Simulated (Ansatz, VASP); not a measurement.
**Ni2N in VASP and in Ansatz**

Contents of INCAR:

```
SYSTEM = Ni2N
PREC     = Accurate       ! precision mode
ENCUT    = 600            ! plane-wave cutoff, eV
EDIFF    = 1E-7           ! SCF threshold, eV
ISMEAR   = 0              ! smearing method
SIGMA    = 0.1            ! smearing width, eV
LREAL    = .FALSE.        ! projectors in reciprocal space
LASPH    = .TRUE.         ! aspherical terms in the spheres
NELM     = 100            ! most SCF steps
ALGO     = Normal         ! electronic algorithm
ISIF     = 3              ! what is computed and relaxed
LWAVE    = .FALSE.        ! write WAVECAR
LCHARG   = .FALSE.        ! write CHGCAR
GGA      = PE             ! functional
IBRION   = 2              ! ionic algorithm
NSW      = 90             ! ionic steps
EDIFFG   = -0.04          ! ionic threshold
```

KPOINTS

```
regular mesh
0
G
  6 6 6
  0 0 0
```

File POSCAR:

```
Ni2N
1.0
    3.5796223286      0.0000000000      0.0000000000
    0.0000000000      3.5796223286      0.0000000000
    0.0000000000      0.0000000000      2.7492573581
Ni N
2 1
Direct
    0.5000000000      0.0000000000      0.0000000000
    0.0000000000      0.5000000000      0.0000000000
    0.5000000000      0.5000000000      0.0000000000
```

Input for Ansatz:

```yaml
crystal:
  lattice:
    - [3.5796223286, 0.0, 0.0]
    - [0.0, 3.5796223286, 0.0]
    - [0.0, 0.0, 2.7492573581]
  atoms:
    - { symbol: Ni, position: [0.5, 0.0, 0.0] }
    - { symbol: Ni, position: [0.0, 0.5, 0.0] }
    - { symbol: "N", position: [0.5, 0.5, 0.0] }
basis:
  ecutwfc: 420
kpoints:
  mp_grid: { grid: [6, 6, 6] }
hamiltonian:
  xc: pbe
scf:
  occupations: { method: gaussian, width: 0.1 }
  lower_state_search: "off"
output:
  forces: true
  stress: true
  eigenvalues: true
relax:
  adjacent_minimum: "off"
  f_tol: 0.04
  max_steps: 70
  cell: { stress_tol: 0.4 }
```

Alike in both runs: task relaxation of cell and atoms; functional PBE; k mesh 6 × 6 × 6; occupations gaussian, width 0.1 eV; no spin polarisation.

```csv
,VASP,Ansatz
version,VASP 6.6.1,Ansatz 0.2.0
potentials or method,"VASP PAW PBE potentials, release 64 (Ni, N), cutoff 600 eV","scalar-relativistic, plane waves, PAW"
valence electrons in the cell,25,41
```

```tsv
	VASP	Ansatz	Ansatz less VASP
gap on the k mesh at the Fermi level, each at its own relaxed structure (eV)	none	none	-
relaxed volume (Å³/atom)	11.74	11.74	0.000
relaxed length of the cell vector where the two differ most in proportion (Å)	2.749	2.749	0.0000
```

A gap of «none» marks a metal or a gap that the smearing closes. VASP's potentials hold 25 valence electrons a cell and Ansatz's 41, so a difference there can come from the potentials and not from the codes.

The k mesh is coarse, so the values compare programs but aren't converged. Noted on VASP's run: the relaxation stopped at its first step, so nothing moved.
